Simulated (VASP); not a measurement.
The system is Si3Sb.

```
CELL_PARAMETERS angstrom
4.13875 0.00000 0.00000
0.00000 4.13875 0.00000
0.00000 0.00000 4.13875
ATOMIC_POSITIONS crystal
Si 0.00000 0.50000 0.50000
Si 0.50000 0.00000 0.50000
Si 0.50000 0.50000 0.00000
Sb 0.00000 0.00000 0.00000
```

```yaml
Program: VASP 6.6.1
Task: relaxation of cell and atoms
Functional: r2SCAN
Potentials_or_basis: VASP PAW PBE potentials, release 64 (Si, Sb)
Cutoff: 600 eV
k_mesh: 4 × 4 × 4
Occupations: gaussian, width 0.1 eV
Spin: no spin polarisation
```

At the start: pressure 4.4 GPa; volume 17.72 Å³/atom.

Task: How do energy, volume and symmetry change on relaxing?

Result: Over 3 steps the energy falls by 12.0 meV/atom and the volume is 18.64 Å³/atom (+5.2 %); space group Pm-3m (No. 221, to 0.1 Å) before and after.

Step by step:
| step | energy change (eV) | largest force (eV/Å) | pressure (GPa) | volume (Å³) |
| --- | --- | --- | --- | --- |
| 1 | 0.0000 | 0.0000 | 4.35 | 70.89 |
| 2 | -0.0421 | 0.0000 | -1.35 | 75.95 |
| 3 | -0.0480 | 0.0000 | 0.01 | 74.58 |

Final structure:
```xyz
4
Lattice="4.2092 0.0000 0.0000 0.0000 4.2092 0.0000 0.0000 0.0000 4.2092" Properties=species:S:1:pos:R:3 pbc="T T T"
Si    0.0000    2.1046    2.1046
Si    2.1046    0.0000    2.1046
Si    2.1046    2.1046    0.0000
Sb    0.0000    0.0000    0.0000
```

Caveat: the k points lie up to 0.37 Å⁻¹ apart in the final cell; the highest band is partly filled, so the run has too few bands; the PAW data sets were made with another functional, which shifts forces and pressure a little.
